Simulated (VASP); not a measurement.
The system is MgBe2S3.

```xyz
6
Lattice="2.6988 -4.5323 0.0000 2.6988 4.5323 0.0000 0.0000 0.0000 4.1876" Properties=species:S:1:pos:R:3 pbc="T T T"
Mg    0.0000    0.0000    0.0000
Be    1.3494   -2.2662    2.0938
Be    1.3494    2.2662    2.0938
S     2.6988   -1.4602    0.0000
S     2.6988    1.4602    0.0000
S     2.6988    0.0000    2.0938
```

The cell was built from a structure type or drawn by symmetry, and may not be a known phase.

- Program: VASP 6.6.1
- Task: relaxation of cell and atoms
- Functional: PBE
- Potentials or basis: VASP PAW PBE potentials, release 64 (Mg_sv, Be, S)
- Cutoff: 750 eV
- k mesh: 4 × 4 × 4
- Occupations: gaussian, width 0.1 eV
- Spin: no spin polarisation

At the start: pressure -5.9 GPa; volume 17.07 Å³/atom.

Task: How do energy, volume and symmetry change on relaxing?

Result: Over 30 steps the energy falls by 571.2 meV/atom and the volume is 15.44 Å³/atom (-9.6 %); space group Cmmm (No. 65, to 0.1 Å) before and after.

The path:
```tsv
step	energy change (eV)	largest force (eV/Å)	pressure (GPa)	volume (Å³)
1	0.0000	1.6183	-5.89	102.44
2	-0.6123	1.2426	-1.77	93.35
3	-0.7865	0.2277	4.03	85.87
4	-0.7899	0.3585	3.15	86.82
5	-0.9057	0.2601	1.16	89.16
6	-0.9192	0.5416	0.32	90.27
7	-0.9830	0.6173	-0.55	91.33
8	-1.2170	0.5751	-2.74	94.32
9	-1.5400	0.1201	-4.77	99.41
10	-1.5446	0.3996	-4.99	100.68
11	-1.5499	0.2608	-4.89	100.04
12	-1.5664	0.3049	-4.88	100.10
13	-1.6075	0.4339	-4.83	100.24
14	-1.6479	0.6325	-4.77	100.41
15	-1.7137	0.6543	-4.53	99.68
16	-1.8985	0.8013	-3.49	97.46
17	-2.2036	1.2255	-1.02	92.91
18	-2.0749	2.8719	9.08	83.43
19	-2.2973	1.7665	2.01	89.30
20	-2.4681	1.7487	1.77	89.30
21	-2.9146	1.7086	2.34	89.03
22	-3.0187	0.3140	7.53	87.28
23	-3.2041	1.0431	4.08	88.23
24	-3.3940	0.2542	0.18	92.67
25	-3.3980	0.1252	-0.43	93.44
26	-3.4235	0.0679	0.05	92.87
27	-3.4247	0.1232	0.19	92.71
28	-3.4265	0.0559	-0.18	92.91
29	-3.4265	0.0392	-0.28	92.96
30	-3.4271	0.0094	-0.04	92.63
```

Final structure:
```yaml
crystal:
  lattice:
    - [2.03004, -6.97396, 0.00000]
    - [2.03004, 6.97396, 0.00000]
    - [0.00000, 0.00000, 3.27136]
  atoms:
    - { symbol: Mg, position: [0.00000, 0.00000, 0.00000] }
    - { symbol: Be, position: [0.50000, 0.00000, 0.50000] }
    - { symbol: Be, position: [0.00000, 0.50000, 0.50000] }
    - { symbol: S, position: [0.67310, 0.32690, 0.00000] }
    - { symbol: S, position: [0.32690, 0.67310, 0.00000] }
    - { symbol: S, position: [0.50000, 0.50000, 0.50000] }
```

Caveat: the k points lie up to 0.48 Å⁻¹ apart in the final cell, too coarse for converged energies and pressures of a metal; a cell axis changed by over 15 % at a fixed basis, so the end point is rough.
